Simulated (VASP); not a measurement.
# MgO in VASP: further runs

MgO is run at these levels: PBE; tasks: single point.

All numbers are computed with VASP 6.6.1; they aren't measurements. Logs are shortened: lines on timing, memory, paths and dates and some standing lists are left out, and cuts for length are marked.

## (1) The cell of the first run

The cell holds a slab with vacuum, 32 atoms: a = 6.016 Å, b = 6.016 Å, c = 22.381 Å, α = 90.00°, β = 90.00°, γ = 90.00°.

## (2) Single point, PBE

Input file INCAR:

```
SYSTEM = MgO
PREC = Accurate ; ENCUT = 520
EDIFF = 1E-6 ; ISMEAR = 0
SIGMA = 0.05 ; LREAL = Auto
LASPH = .TRUE. ; NELM = 60
ALGO = Normal ; ISIF = 2
LWAVE = .FALSE. ; LCHARG = .TRUE.
LDIPOL = .TRUE. ; IDIPOL = 3
DIPOL = 0.5 0.5 0.500 ; GGA = PE
LELF = .TRUE. ; LVHAR = .TRUE.
LVACPOTAV = .TRUE. ; NBANDS = 86
```

Input file KPOINTS:

```
Automatic mesh
0
G
  3 3 1
  0 0 0
```

Input file POSCAR:

```
MgO
1.0
    6.0158464379      0.0000000000      0.0000000000
    0.0000000000      6.0158464379      0.0000000000
    0.0000000000      0.0000000000     22.3807687162
Mg O
16 16
Direct
    0.2500000000      0.2500000000      0.3574497418
    0.2500000000      0.7500000000      0.3574497418
    0.7500000000      0.2500000000      0.3574497418
    0.7500000000      0.7500000000      0.3574497418
    0.5000000000      0.5000000000      0.4524832473
    0.5000000000      0.0000000000      0.4524832473
    0.0000000000      0.5000000000      0.4524832473
    0.0000000000      0.0000000000      0.4524832473
    0.7500000000      0.7500000000      0.5477472480
    0.7500000000      0.2500000000      0.5477472480
    0.2500000000      0.7500000000      0.5477472480
    0.2500000000      0.2500000000      0.5477472480
    0.0000000000      0.0000000000      0.6414960515
    0.0000000000      0.5000000000      0.6414960515
    0.5000000000      0.0000000000      0.6414960515
    0.5000000000      0.5000000000      0.6414960515
    0.5000000000      0.5000000000      0.3574497418
    0.5000000000      0.0000000000      0.3574497418
    0.0000000000      0.5000000000      0.3574497418
    0.0000000000      0.0000000000      0.3574497418
    0.7500000000      0.7500000000      0.4524832473
    0.7500000000      0.2500000000      0.4524832473
    0.2500000000      0.7500000000      0.4524832473
    0.2500000000      0.2500000000      0.4524832473
    0.0000000000      0.0000000000      0.5473197686
    0.0000000000      0.5000000000      0.5473197686
    0.5000000000      0.0000000000      0.5473197686
    0.5000000000      0.5000000000      0.5473197686
    0.2500000000      0.2500000000      0.6436652774
    0.2500000000      0.7500000000      0.6436652774
    0.7500000000      0.2500000000      0.6436652774
    0.7500000000      0.7500000000      0.6436652774
```

Potentials or basis: VASP PAW PBE potentials, release 64 (Mg, O).

The run is started by

```bash
> cat potpaw_PBE.64/Mg/POTCAR potpaw_PBE.64/O/POTCAR > POTCAR
> mpirun -np 1 vasp_std > vasp.out
```

OUTCAR:

```text
SYSTEM = MgO
   PREC = Accurate
   ENCUT = 520
   EDIFF = 1E-6
   ISMEAR = 0
   LREAL = Auto
   LASPH = .TRUE.
   NELM = 60
   ISIF = 2
   GGA = PE

 ion  position               nearest neighbor table
   1  0.250  0.250  0.357-  17 2.13  18 2.13  19 2.13  20 2.13  24 2.13   3 3.01   2 3.01   2 3.01
                             3 3.01   8 3.01   5 3.01   6 3.01   7 3.01
   2  0.250  0.750  0.357-  17 2.13  18 2.13  19 2.13  20 2.13  23 2.13   4 3.01   1 3.01   1 3.01
                             4 3.01   8 3.01   5 3.01   6 3.01   7 3.01
   3  0.750  0.250  0.357-  17 2.13  18 2.13  19 2.13  20 2.13  22 2.13   4 3.01   1 3.01   4 3.01
                             1 3.01   8 3.01   5 3.01   6 3.01   7 3.01
   4  0.750  0.750  0.357-  17 2.13  18 2.13  19 2.13  20 2.13  21 2.13   3 3.01   2 3.01   3 3.01
                             2 3.01   8 3.01   5 3.01   6 3.01   7 3.01
   5  0.500  0.500  0.452-  28 2.12  22 2.13  23 2.13  24 2.13  21 2.13  17 2.13   6 3.01   7 3.01
                             6 3.01   7 3.01   3 3.01   4 3.01   1 3.01   2 3.01   9 3.01  10 3.01
   6  0.500  0.000  0.452-  27 2.12  22 2.13  23 2.13  24 2.13  21 2.13  18 2.13   5 3.01   8 3.01
                             5 3.01   8 3.01   3 3.01   4 3.01   1 3.01   2 3.01   9 3.01  10 3.01
   7  0.000  0.500  0.452-  26 2.12  22 2.13  23 2.13  24 2.13  21 2.13  19 2.13   5 3.01   8 3.01
                             8 3.01   5 3.01   3 3.01   4 3.01   1 3.01   2 3.01   9 3.01  10 3.01
   8  0.000  0.000  0.452-  25 2.12  22 2.13  23 2.13  24 2.13  21 2.13  20 2.13   6 3.01   7 3.01
                             7 3.01   6 3.01   3 3.01   4 3.01   1 3.01   2 3.01   9 3.01  10 3.01
   9  0.750  0.750  0.548-  25 2.13  26 2.13  27 2.13  28 2.13  21 2.13  32 2.15  15 2.99  16 2.99
[... 38 lines left out ...]
 A1 = (   6.0158464379,   0.0000000000,   0.0000000000)
 A2 = (   0.0000000000,   6.0158464379,   0.0000000000)
 A3 = (   0.0000000000,   0.0000000000,  22.3807687162)

Analysis of symmetry for initial positions (statically):
=====================================================================
 Subroutine PRICEL returns following result:

  LATTYP: Found a simple tetragonal cell.
 ALAT       =     3.0079232189
 C/A-ratio  =     7.4406050577

  Lattice vectors:

 A1 = (   3.0079232189,   0.0000000000,   0.0000000000)
 A2 = (   0.0000000000,   3.0079232189,   0.0000000000)
 A3 = (   0.0000000000,   0.0000000000,  22.3807687162)

   4 primitive cells build up your supercell.

 Routine SETGRP: Setting up the symmetry group for a
 simple tetragonal supercell.

 Subroutine GETGRP returns: Found  8 space group operations
 (whereof  8 operations were pure point group operations)
 out of a pool of 16 trial point group operations.

The static configuration has the point symmetry C_4v.

Analysis of symmetry for dynamics (positions and initial velocities):
=====================================================================
 Subroutine PRICEL returns following result:

  LATTYP: Found a simple tetragonal cell.
 ALAT       =     3.0079232189
 C/A-ratio  =     7.4406050577

  Lattice vectors:

 A1 = (   3.0079232189,   0.0000000000,   0.0000000000)
 A2 = (   0.0000000000,   3.0079232189,   0.0000000000)
 A3 = (   0.0000000000,   0.0000000000,  22.3807687162)

   4 primitive cells build up your supercell.

 Routine SETGRP: Setting up the symmetry group for a
 simple tetragonal supercell.

 Subroutine GETGRP returns: Found  8 space group operations
 (whereof  8 operations were pure point group operations)
 out of a pool of 16 trial point group operations.

The dynamic configuration has the point symmetry C_4v.

 Subroutine INISYM returns: Found  8 space group operations
 (whereof  8 operations are pure point group operations),
 and found     4 'primitive' translations

----------------------------------------------------------------------------------------

                                     Primitive cell

  volume of cell :     202.4923

  direct lattice vectors                    reciprocal lattice vectors
     3.007923219  0.000000000  0.000000000     0.332455295  0.000000000  0.000000000
     0.000000000  3.007923219  0.000000000     0.000000000  0.332455295  0.000000000
     0.000000000  0.000000000 22.380768716     0.000000000  0.000000000  0.044681218

  length of vectors
[... 22 lines left out ...]

----------------------------------------------------------------------------------------

 KPOINTS: Automatic mesh

Automatic generation of k-mesh.
 Grid dimensions read from file:
 generate k-points for:    3    3    1

 Generating k-lattice:

  Cartesian coordinates                     Fractional coordinates (reciprocal lattice)
     0.055409216  0.000000000  0.000000000     0.333333333  0.000000000  0.000000000
     0.000000000  0.055409216  0.000000000     0.000000000  0.333333333  0.000000000
     0.000000000  0.000000000  0.044681218     0.000000000  0.000000000  1.000000000

  Length of vectors
     0.055409216  0.055409216  0.044681218

  Shift w.r.t. Gamma in fractional coordinates (k-lattice)
     0.000000000  0.000000000  0.000000000

 Subroutine IBZKPT returns following result:
 ===========================================

 Found      3 irreducible k-points:

 Following reciprocal coordinates:
            Coordinates               Weight
  0.000000  0.000000  0.000000      1.000000
  0.333333  0.000000  0.000000      4.000000
  0.333333  0.333333  0.000000      4.000000
   k-points           NKPTS =      3   k-points in BZ     NKDIM =      3   number of bands    NBANDS=     86
   number of dos      NEDOS =    301   number of ions     NIONS =     32
   total plane-waves  NPLWV = 387072
   dimension x,y,z NGX =    48 NGY =   48 NGZ =  168
   dimension x,y,z NGXF=    96 NGYF=   96 NGZF=  336
   ions per type =              16  16
   NGX,Y,Z   is equivalent  to a cutoff of  13.26, 13.26, 12.48 a.u.
   NGXF,Y,Z  is equivalent  to a cutoff of  26.53, 26.53, 24.96 a.u.
 SYSTEM =  MgO
   PREC   = accura    normal or accurate (medium, high low for compatibility)
   ISTART =      0    job   : 0-new  1-cont  2-samecut
   ICHARG =      2    charge: 1-file 2-atom 10-const
   ISPIN  =      1    spin polarized calculation?
   LNONCOLLINEAR =      F non collinear calculations
   LSORBIT =      F    spin-orbit coupling
   LASPH  =      T    aspherical Exc in radial PAW
   ENCUT  =  520.0 eV  38.22 Ry    6.18 a.u.  11.19 11.19 41.61*2*pi/ulx,y,z
   NELM   =     60;   NELMIN=  2; NELMDL= -5     # of ELM steps
   EDIFF  = 0.1E-05   stopping-criterion for ELM
   LREAL  =      T    real-space projection
   EDIFFG = 0.1E-04   stopping-criterion for IOM
   NSW    =      0    number of steps for IOM
   IBRION =     -1    ionic relax: 0-MD 1-quasi-New 2-CG
   NFREE  =      0    steps in history (QN), initial steepest desc. (CG)
   ISIF   =      2    stress and relaxation
   ISYM   =      2    0-nonsym 1-usesym 2-fastsym
   POTIM  = 0.5000    time-step for ionic-motion
   TEBEG  =    0.0;   TEEND  =   0.0 temperature during run
   PSTRESS=    0.0 pullay stress
   NELECT =     128.0000    total number of electrons
   NUPDOWN=      -1.0000    fix difference up-down
   EMIN   =  10.00;   EMAX   =-10.00  energy-range for DOS
   EFERMI =   0.00;   METHOD = LEGACY
   ISMEAR =     0;   SIGMA  =   0.05  broadening in eV -4-tet -1-fermi 0-gaus
   EFERMI_NEDOS =   21; number of points for ismear=-14 and -15
   IALGO  =     38    algorithm
   IMIX   =      4    mixing-type and parameters
     AMIX     =   0.40;   BMIX     =  1.00
     AMIX_MAG =   1.60;   BMIX_MAG =  1.00
  volume/ion in A,a.u.               =      25.31       170.81
  Fermi-wavevector in a.u.,A,eV,Ry     =   0.885092  1.672582 10.658651  0.783389
  Thomas-Fermi vector in A             =   2.006080
   LORBIT       =      0    0 simple, 1 ext, 2 COOP (PROOUT), +10 PAW based schemes
   GGA     = PE    functional components
   LHFCALC =     F    Hartree Fock is set to
   AEXX    =    0.0000 exact exchange contribution
   IVDW    =     0    specifies the selected vdW correction
   LEPSILON=     F    determine dielectric tensor
   LRPA    =     F    only Hartree local field effects (RPA)
 non-spin polarized calculation
 Gauss-broadening in eV      SIGMA  =   0.05
  energy-cutoff  :      520.00
  volume of cell :      809.97
 maximum number of plane-waves:     21828
 NGX is ok and might be reduce to    48
   NGX = 23   NGY = 23   NGZ = 83

 dipolmoment           0.000000      0.000000     -0.000000 electrons x Angstroem

 number of electron     127.9999953 magnetization

 dipolmoment           0.000000      0.000000      0.079185 electrons x Angstroem

 Free energy of the ion-electron system (eV)
  ---------------------------------------------------
  ext. energy  EPLUGINS =         0.00000000
  ---------------------------------------------------
  free energy    TOTEN  =      -186.45853498 eV

  energy without entropy =     -186.45853498  energy(sigma->0) =     -186.45853498

 E-fermi :  -1.7304     XC(G=0):  -4.8351

 val. band max:       -1.9841006983   @ k =   0.0000   0.0000   0.0000
 cond. band min:       1.3030564127   @ k =   0.0000   0.0000   0.0000
 fundamental gap:      3.2871571111
 Fermi energy:        -1.7304448263

 k-point     1 :       0.0000    0.0000    0.0000
  band No.  band energies     occupation
      1     -18.8633      2.00000
      2     -18.3589      2.00000
      3     -17.9267      2.00000
      4     -17.9267      2.00000
      5     -17.8523      2.00000
      6     -17.8523      2.00000
[... 226 lines left out ...]
     75       5.0162      0.00000
     76       5.4391      0.00000
 [bands above 76 left out]

------------------------ aborting loop because EDIFF is reached ----------------------------------------

  FORCE on cell =-STRESS in cart. coord.  units (eV):
  Direction    XX          YY          ZZ          XY          YZ          ZX
  --------------------------------------------------------------------------------------
  -------------------------------------------------------------------------------------
  Total      -16.4223304    -16.4223304     -1.1115555      0.0000000      0.0000000      0.0000000
  in kB      -32.4845523    -32.4845523     -2.1987368      0.0000000      0.0000000      0.0000000
  external PRESSURE =     -22.3892805 kB  Pullay stress =       0.0000000 kB

 VOLUME and BASIS-vectors are now :
 -----------------------------------------------------------------------------
  energy-cutoff  :      520.00
  volume of cell :      809.97
      direct lattice vectors                 reciprocal lattice vectors
     6.015846438  0.000000000  0.000000000     0.166227647  0.000000000  0.000000000
     0.000000000  6.015846438  0.000000000     0.000000000  0.166227647  0.000000000
     0.000000000  0.000000000 22.380768716     0.000000000  0.000000000  0.044681218

 POSITION                                       TOTAL-FORCE (eV/Angst)
 -----------------------------------------------------------------------------------
      1.50396      1.50396      8.00000         0.000000     -0.000000      0.467549
      1.50396      4.51188      8.00000         0.000000     -0.000000      0.467549
      4.51188      1.50396      8.00000        -0.000000     -0.000000      0.467549
      4.51188      4.51188      8.00000        -0.000000     -0.000000      0.467549
      3.00792      3.00792     10.12692        -0.000000      0.000000     -0.016931
      3.00792      0.00000     10.12692        -0.000000     -0.000000     -0.016931
[... 24 lines left out ...]
      4.51188      1.50396     14.40572        -0.000000      0.000000      0.014742
      4.51188      4.51188     14.40572        -0.000000     -0.000000      0.014742
 -----------------------------------------------------------------------------------
    total drift:                                0.000000      0.000000      0.038132

  FREE ENERGIE OF THE ION-ELECTRON SYSTEM (eV)
  ---------------------------------------------------
  free  energy   TOTEN  =      -186.4585349777 eV

  energy  without entropy=     -186.4585349777  energy(sigma->0) =     -186.45853498

 vacuum level on the upper side and lower side of the slab         3.245         2.849
```

Wall time 7.7 min (1 thread of Intel Xeon Platinum 8488C (Sapphire Rapids), shared host); peak memory 0.78 GiB.

Results:

- Free energy: -186.4585 eV
- Largest force: 0.468 eV/Å
- Band gap on the k mesh: 3.29 eV

Forces in eV/Å, atoms in the order of the input:
```
Mg   0.000  0.000  0.468
Mg   0.000  0.000  0.468
Mg   0.000  0.000  0.468
Mg   0.000  0.000  0.468
Mg   0.000  0.000 -0.017
Mg   0.000  0.000 -0.017
Mg   0.000  0.000 -0.017
Mg   0.000  0.000 -0.017
Mg   0.000  0.000 -0.026
Mg   0.000  0.000 -0.026
Mg   0.000  0.000 -0.026
Mg   0.000  0.000 -0.026
Mg   0.000  0.000 -0.038
Mg   0.000  0.000 -0.038
Mg   0.000  0.000 -0.038
Mg   0.000  0.000 -0.038
O    0.000  0.000 -0.444
O    0.000  0.000 -0.444
O    0.000  0.000 -0.444
O    0.000  0.000 -0.444
O    0.000  0.000  0.025
O    0.000  0.000  0.025
O    0.000  0.000  0.025
O    0.000  0.000  0.025
O    0.000  0.000  0.018
O    0.000  0.000  0.018
O    0.000  0.000  0.018
O    0.000  0.000  0.018
O    0.000  0.000  0.015
O    0.000  0.000  0.015
O    0.000  0.000  0.015
O    0.000  0.000  0.015
```

## (3) Single point, PBE

This run uses another cell than the first one.

Input file INCAR:

```
  ALGO = Normal
  DIPOL = 0.5 0.5 0.431
  EDIFF = 1E-6
  ENCUT = 520
  GGA = PE
  IDIPOL = 3
  ISIF = 2
  ISMEAR = 0
  LASPH = T
  LCHARG = F
  LDIPOL = T
  LREAL = Auto
  LWAVE = F
  NBANDS = 86
  NELM = 60
  PREC = Accurate
  SIGMA = 0.05
```

Input file KPOINTS:

```
k-points
0
Gamma
  3 3 1
```

Input file POSCAR:

```
MgO
1.0
    6.0158464379      0.0000000000      0.0000000000
    0.0000000000      6.0158464379      0.0000000000
    0.0000000000      0.0000000000     25.9506687162
Mg O
16 16
Direct
    0.2500000000      0.2500000000      0.3082772196
    0.2500000000      0.7500000000      0.3082772196
    0.7500000000      0.2500000000      0.3082772196
    0.7500000000      0.7500000000      0.3082772196
    0.5000000000      0.5000000000      0.3902374546
    0.5000000000      0.0000000000      0.3902374546
    0.0000000000      0.5000000000      0.3902374546
    0.0000000000      0.0000000000      0.3902374546
    0.7504466256      0.7499837891      0.4723851836
    0.7504171580      0.2500690670      0.4724147710
    0.2495490025      0.7499887161      0.4723137892
    0.2496304187      0.2500508067      0.4723912420
    0.0009262934     -0.0007348294      0.5536955195
    0.0009740570      0.5008618582      0.5539619443
    0.4992161907     -0.0006726429      0.5527523285
    0.4991472039      0.5007724183      0.5526917651
    0.5000000000      0.5000000000      0.3082772196
    0.5000000000      0.0000000000      0.3082772196
    0.0000000000      0.5000000000      0.3082772196
    0.0000000000      0.0000000000      0.3082772196
    0.7500000000      0.7500000000      0.3902374546
    0.7500000000      0.2500000000      0.3902374546
    0.2500000000      0.7500000000      0.3902374546
    0.2500000000      0.2500000000      0.3902374546
   -0.0003505774      0.0002395669      0.4721886162
   -0.0003393063      0.4998075101      0.4722289417
    0.5003803380      0.0001654482      0.4719623174
    0.5003689085      0.4998767851      0.4719638211
    0.2508751204      0.2499305838      0.5546125471
    0.2504071119      0.7500985213      0.5547593035
    0.7492777006      0.2500000010      0.5561618269
    0.7494808875      0.7501085877      0.5549871947
```

Potentials or basis: VASP PAW PBE potentials, release 64 (Mg, O).

The run is started by

```bash
> cat potpaw_PBE.64/Mg/POTCAR potpaw_PBE.64/O/POTCAR > POTCAR
> mpirun -np 1 vasp_std > vasp.out
```

It took 19 min on 1 thread of Intel Xeon Platinum 8488C (Sapphire Rapids), shared host; peak memory 0.94 GiB.

It converged, with:

```yaml
Free_energy: -186.4520 eV
Largest_force: 0.472 eV/Å
Band_gap_on_the_k_mesh: 3.27 eV
```

Forces in eV/Å, atoms in the order of the input:
```
Mg   0.000  0.000  0.469
Mg   0.000  0.000  0.466
Mg   0.000  0.000  0.472
Mg   0.000  0.000  0.471
Mg   0.009 -0.005 -0.012
Mg   0.009  0.006 -0.010
Mg  -0.009 -0.006 -0.008
Mg  -0.009  0.007 -0.011
Mg   0.009 -0.001 -0.005
Mg   0.010  0.001  0.047
Mg  -0.008 -0.001 -0.037
Mg  -0.011  0.001 -0.022
Mg  -0.104  0.087 -0.116
Mg  -0.107 -0.089 -0.160
Mg   0.101  0.081  0.065
Mg   0.105 -0.082  0.072
O   -0.002  0.001 -0.448
O   -0.002 -0.001 -0.448
O    0.002  0.001 -0.449
O    0.002 -0.001 -0.448
O    0.008  0.000  0.014
O    0.007  0.001  0.012
O   -0.008  0.000  0.027
O   -0.007  0.001  0.020
O    0.020 -0.014 -0.009
O    0.019  0.014 -0.010
O   -0.020 -0.011  0.004
O   -0.020  0.011  0.002
O   -0.066  0.008  0.087
O   -0.038 -0.006  0.083
O    0.063  0.005 -0.141
O    0.046 -0.006  0.024
```

Levels at points of the mesh, in eV from the valence-band top:
| k point | band 62 | band 63 | band 64 | band 65 | band 66 | band 67 |
| --- | --- | --- | --- | --- | --- | --- |
| (0.00, 0.00, 0.00) | -0.20 | 0.00 | 0.00 | 3.27 | 3.73 | 4.93 |
